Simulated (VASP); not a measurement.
A run of VASP 6.6.1:

The input INCAR:

```
SYSTEM = BN
  PREC = Accurate
  ENCUT = 600
  EDIFF = 1E-8
  ISMEAR = 0
  SIGMA = 0.01
  LREAL = .FALSE.
  LASPH = .TRUE.
  NELM = 120
  ALGO = Normal
  ISIF = 2
  LWAVE = .FALSE.
  LCHARG = .TRUE.
  IBRION = 8
  NSW = 1
  LEPSILON = .TRUE.
  GGA_COMPAT = .FALSE.
```

The input KPOINTS:

```
Automatic mesh
0
G
  12 12 12
  0 0 0
```

The input POSCAR:

```
BN
1.0
    1.2443010429      0.7183975420      3.2243181152
   -1.2443010429      0.7183975420      3.2243181152
    0.0000000000     -1.4367950841      3.2243181152
B N
1 1
Direct
    0.9997390147      0.9997390147      0.9997390147
    0.3326939853      0.3326939853      0.3326939853
```

Potentials or basis: VASP PAW LDA potentials, release 64 (B, N).

Command:

```sh
$ cat potpaw_LDA.64/B/POTCAR potpaw_LDA.64/N/POTCAR > POTCAR
$ mpirun -np 1 vasp_std > vasp.out
```

Hardware: 1 thread of Intel Xeon 8259CL (shared host).

Question: How long does it take, and how much memory?

Answer: Wall time 35 min on 1 thread of Intel Xeon 8259CL (shared host), peak memory 0.51 GiB. Counts: scf iterations 124, k points 189.
